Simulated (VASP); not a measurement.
# FePt (P4/mmm) in VASP: settings compared, part 2 of 2

VASP 6.6.1.

## 5. Single point, PBE, collinear spin, antiferromagnetic start

File INCAR:

```
PREC     = Accurate       # precision mode
ENCUT    = 520            # plane-wave cutoff, eV
EDIFF    = 1E-6           # SCF threshold, eV
ISMEAR   = -1             # smearing method
SIGMA    = 0.05           # smearing width, eV
LREAL    = False          # projectors in reciprocal space
LASPH    = True           # aspherical terms in the spheres
NELM     = 150            # most SCF steps
ALGO     = Normal         # electronic algorithm
ISIF     = 2              # what is computed and relaxed
LWAVE    = False          # write WAVECAR
LCHARG   = False          # write CHGCAR
ISPIN    = 2              # spin polarisation
MAGMOM   = 4 -4 0 0       # initial moments
LORBIT   = 11             # projections on sites
LMAXMIX  = 4              # l up to which the mixer works
GGA      = PE             # functional
NBANDS   = 30             # bands
```

File KPOINTS:

```
Automatic mesh
0
Gamma
  5 9 6
```

File POSCAR:

```
FePt
1.0
    5.4470000000      0.0000000000      0.0000000000
    0.0000000000      2.7235000000      0.0000000000
    0.0000000000      0.0000000000      3.7200000000
Fe Pt
2 2
Direct
    0.0000000000      0.0000000000      0.0000000000
    0.5000000000      0.0000000000      0.0000000000
    0.2500000000      0.5000000000      0.5000000000
    0.7500000000      0.5000000000      0.5000000000
```

Potentials or basis: VASP PAW PBE potentials, release 64 (Fe, Pt).

Launch:

```
> cat potpaw_PBE.64/Fe/POTCAR potpaw_PBE.64/Pt/POTCAR > POTCAR
> mpirun -np 1 vasp_std > vasp.out
```

OUTCAR:

```text
PREC = Accurate
   ENCUT = 520
   EDIFF = 1E-6
   ISMEAR = -1
   LREAL = False
   LASPH = True
   NELM = 150
   ISIF = 2
   ISPIN = 2
   LORBIT = 11
   GGA = PE

 ion  position               nearest neighbor table
   1  0.000  0.000  0.000-   3 2.68   4 2.68   3 2.68   4 2.68   3 2.68   4 2.68   3 2.68   4 2.68
                             2 2.72   2 2.72
   2  0.500  0.000  0.000-   3 2.68   4 2.68   3 2.68   4 2.68   3 2.68   4 2.68   3 2.68   4 2.68
                             1 2.72   1 2.72
   3  0.250  0.500  0.500-   1 2.68   2 2.68   1 2.68   2 2.68   1 2.68   2 2.68   1 2.68   2 2.68
                             4 2.72   4 2.72
   4  0.750  0.500  0.500-   1 2.68   2 2.68   1 2.68   2 2.68   1 2.68   2 2.68   1 2.68   2 2.68
                             3 2.72   3 2.72

  LATTYP: Found a simple orthorhombic cell.
 ALAT       =     2.7235000000
 B/A-ratio  =     1.3658894804
 C/A-ratio  =     2.0000000000

  Lattice vectors:

 A1 = (   0.0000000000,   2.7235000000,   0.0000000000)
 A2 = (   0.0000000000,   0.0000000000,   3.7200000000)
[... 1036 lines left out ...]
      5       3.9801      1.00000
      6       4.2815      1.00000
[... 781 lines left out ...]
     29      21.6276      0.00000
     30      22.1937      0.00000

 [... further k-points ...]
[... 5 lines left out ...]
  --------------------------------------------------------------------------------------
  -------------------------------------------------------------------------------------
  Total        1.0051500      0.1680239      0.2654659      0.0000000      0.0000000      0.0000000
  in kB       29.1819135      4.8781368      7.7071111      0.0000000      0.0000000      0.0000000
  external PRESSURE =      13.9223872 kB  Pullay stress =       0.0000000 kB

 VOLUME and BASIS-vectors are now :
 -----------------------------------------------------------------------------
  energy-cutoff  :      520.00
  volume of cell :       55.19
      direct lattice vectors                 reciprocal lattice vectors
     5.447000000  0.000000000  0.000000000     0.183587296  0.000000000  0.000000000
     0.000000000  2.723500000  0.000000000     0.000000000  0.367174592  0.000000000
     0.000000000  0.000000000  3.720000000     0.000000000  0.000000000  0.268817204

 POSITION                                       TOTAL-FORCE (eV/Angst)
 -----------------------------------------------------------------------------------
      0.00000      0.00000      0.00000         0.000000     -0.000000      0.000000
      2.72350      0.00000      0.00000         0.000000     -0.000000     -0.000000
      1.36175      1.36175      1.86000         0.000000      0.000000      0.000000
      4.08525      1.36175      1.86000        -0.000000      0.000000      0.000000
 -----------------------------------------------------------------------------------
    total drift:                                0.000000      0.000000     -0.000000

  FREE ENERGIE OF THE ION-ELECTRON SYSTEM (eV)
  ---------------------------------------------------
  free  energy   TOTEN  =       -29.5636671983 eV

  energy  without entropy=      -29.5305517293  energy(sigma->0) =      -29.54710946

 total charge

# of ion       s       p       d       tot
------------------------------------------
    1        0.413   0.459   6.116   6.988
    2        0.413   0.459   6.116   6.988
    3        0.722   0.671   8.030   9.422
    4        0.722   0.671   8.030   9.422
--------------------------------------------------
tot          2.270   2.260  28.292  32.822

 magnetization (x)

# of ion       s       p       d       tot
------------------------------------------
    1        0.023   0.015   2.846   2.884
    2       -0.023  -0.015  -2.846  -2.884
    3        0.000   0.000   0.000   0.000
    4        0.000   0.000   0.000   0.000
--------------------------------------------------
tot          0.000   0.000   0.000   0.000
```

It took 2 min on 1 thread of AMD EPYC 9R14 (Zen 4), shared host; peak memory 0.25 GiB.

What came out:

| Item | Value |
| --- | --- |
| Free energy | -29.5637 eV |
| Pressure | 1.4 GPa |
| Band gap on the k mesh | zero (filled and empty bands overlap) |
| Net moment | 0.00 μB per cell |
| Site moments | Fe +2.88, -2.88; Pt +0.00 μB |
| Valence electrons inside the program's atomic spheres | Fe 6.99; Pt 9.42 |

Caveat: spin-orbit coupling is left out, which moves the levels of the heavy elements.

## 6. The runs side by side

```tsv
level	spin	gap on the mesh (eV)	pressure (GPa)	moment (μB)
PBE	off	none	-13.4	-
r2SCAN	off	none	-18.9	-
PBE	collinear, ferromagnetic start	none	3.3	6.64
PBE	collinear, antiferromagnetic start	none	1.4	0.00
```

Alike in all rows: task single point; potentials or basis VASP PAW PBE potentials, release 64 (Fe, Pt); cell as given; k mesh 5 × 9 × 6; cutoff (eV) 520; smearing fermi-dirac 0.05 eV.

Every run on the cell as given and a fine mesh finds a metal. The pressure there spans -18.9 GPa (r2SCAN) to 3.3 GPa (PBE); a positive pressure means that this level wants a larger cell, a negative one a smaller.

Caveats: spin-orbit coupling is left out, which moves the levels of the heavy elements; the PAW data sets were made with another functional, which shifts forces and pressure a little (some runs).

Total energies depend on the potentials used, so only differences within one code and one set of settings carry meaning.
